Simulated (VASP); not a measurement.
Set up this calculation in VASP 6.6.1, as the native input.

* Task: single point
* Functional: PBE
* Potentials or basis: VASP PAW PBE potentials, release 64 (Al, N)
* Cutoff: 520 eV
* k mesh: 8 × 6 × 4
* Occupations: gaussian, width 0.05 eV
* Spin: no spin polarisation
* Dipole correction: no
* Further INCAR settings: ALGO = Normal; EDIFF = 1e-06; NBANDS = 26

The structure of AlN lies in POSCAR:

```
AlN
1.0
   -3.3134793387      0.0000000000      0.0000000000
    0.0000000000      0.0000000000     -4.1875902400
    0.0000000000     -5.7391145645      0.0000000000
Al N
4 4
Direct
    0.5333184513      0.2346278035      0.1666666667
   -0.0333184513      0.2346278035      0.6666666667
    0.0333184513      0.7346278035      0.3333333333
    0.4666815487      0.7346278035      0.8333333333
    0.5321024605      0.7796113022      0.1666666667
   -0.0321024605      0.7796113022      0.6666666667
    0.0321024605      0.2796113022      0.3333333333
    0.4678975395      0.2796113022      0.8333333333
```

This cell differs from its parent crystal: atoms displaced along a vibrational mode.

The input as run:

INCAR

```
SYSTEM = AlN
PREC = Accurate
ENCUT = 520
EDIFF = 1E-6
ISMEAR = 0
SIGMA = 0.05
LREAL = .False.
LASPH = .True.
NELM = 60
ALGO = Normal
ISIF = 2
LWAVE = .False.
LCHARG = .True.
GGA = PE
LELF = .True.
LVHAR = .True.
NBANDS = 26
```

KPOINTS

```
regular mesh
0
Gamma
  8 6 4
  0 0 0
```

Potentials or basis: VASP PAW PBE potentials, release 64 (Al, N).

The run is started by

```bash
$ cat potpaw_PBE.64/Al/POTCAR potpaw_PBE.64/N/POTCAR > POTCAR
$ mpirun -np 1 vasp_std > vasp.out
```

Results of the run:

- Pressure: 2.4 GPa
- Largest force: 0.702 eV/Å
- Band gap on the k mesh: 3.37 eV

Caveat: the cell differs from its parent crystal (atoms displaced along a vibrational mode).

Run time: 92 s on 1 thread of AMD EPYC 7R13 Processor (Zen 3) (shared host), peak memory 0.21 GiB.
